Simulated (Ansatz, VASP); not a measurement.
Sr in VASP and in Ansatz

```
Sr
1.0
     4.00687    0.00000    0.00000
    -2.00343    3.55283    0.00000
     0.00000    0.00000    6.71543
Sr
2
Direct
  0.16270 0.66667 0.25000
  0.83730 0.33333 0.75000
```

Change from the starting cell: mode 4 frozen in at -0.700 Å, normal strain along x -0.0233.

Alike in both runs: task single point; functional LDA; k mesh 12 × 12 × 8; occupations gaussian, width 0.15 eV; no spin polarisation.

|  | VASP | Ansatz |
| --- | --- | --- |
| version | VASP 6.6.1 | Ansatz 0.2.0 |
| potentials or method | VASP PAW LDA potentials, release 64 (Sr_sv), cutoff 520 eV | scalar-relativistic, plane waves, PAW |
| valence electrons in the cell | 20 | 20 |

```tsv
	VASP	Ansatz	Ansatz less VASP
gap on the k mesh at the Fermi level (eV)	none	none	-
pressure (GPa)	0.3	0.3	+0.01
traceless stress, the component that is largest in VASP (GPa)	1.60	1.59	-0.011
rms of the force components (eV/Å)	0.233	0.233	0.0000
```

LDA's correlation is that of Perdew and Zunger in VASP and of Perdew and Wang (1992) in Ansatz. Atom by atom the forces differ by 0.000 eV/Å (rms over components). A gap of «none» marks a metal or a gap that the smearing closes.
